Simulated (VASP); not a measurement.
Set up this calculation in VASP 6.6.1, as the native input.

```
Task                   : single point
Functional             : PBE
Potentials or basis    : VASP PAW PBE potentials, release 64 (Ta_pv, N)
Cutoff                 : 520 eV
k mesh                 : 12 × 12 × 10
Occupations            : gaussian, width 0.2 eV
Spin                   : no spin polarisation
Dipole correction      : no
Further INCAR settings : ALGO = Normal; EDIFF = 1e-07; NBANDS = 15
```

The structure of TaN lies in POSCAR:

```
TaN
1.0
    2.9379988584      0.0000000000      0.0000000000
   -1.4689994292      2.5443816477      0.0000000000
    0.0000000000      0.0000000000      2.8830000000
Ta N
1 1
Direct
    0.3333333333      0.6666666667      0.5000000000
    0.0000000000      0.0000000000      0.0000000000
```

One way to write it, as run:

INCAR

```
PREC     = Accurate       # precision mode
ENCUT    = 520            # plane-wave cutoff, eV
EDIFF    = 1E-7           # SCF threshold, eV
ISMEAR   = 0              # smearing method
SIGMA    = 0.2            # smearing width, eV
LREAL    = F              # projectors in reciprocal space
LASPH    = T              # aspherical terms in the spheres
NELM     = 80             # most SCF steps
ALGO     = Normal         # electronic algorithm
ISIF     = 2              # what is computed and relaxed
LWAVE    = F              # write WAVECAR
LCHARG   = F              # write CHGCAR
GGA      = PE             # functional
NBANDS   = 15             # bands
```

KPOINTS

```
regular mesh
0
Gamma
  12 12 10
```

Potentials or basis: VASP PAW PBE potentials, release 64 (Ta_pv, N).

The run is started by

```sh
$ cat potpaw_PBE.64/Ta_pv/POTCAR potpaw_PBE.64/N/POTCAR > POTCAR
$ mpirun -np 1 vasp_std > vasp.out
```

Results of the run:

- Pressure: 5.4 GPa
- Band gap on the k mesh: zero (band 8 reaches 8.67 eV, above the bottom of band 9 at 8.17 eV)

Caveat: spin-orbit coupling is left out, which moves the levels of the heavy elements.

Wall time 15 s on 1 thread of Intel(R) Xeon(R) Platinum 8375C CPU @ 2.90GHz (Ice Lake) (shared host), peak memory 0.16 GiB.
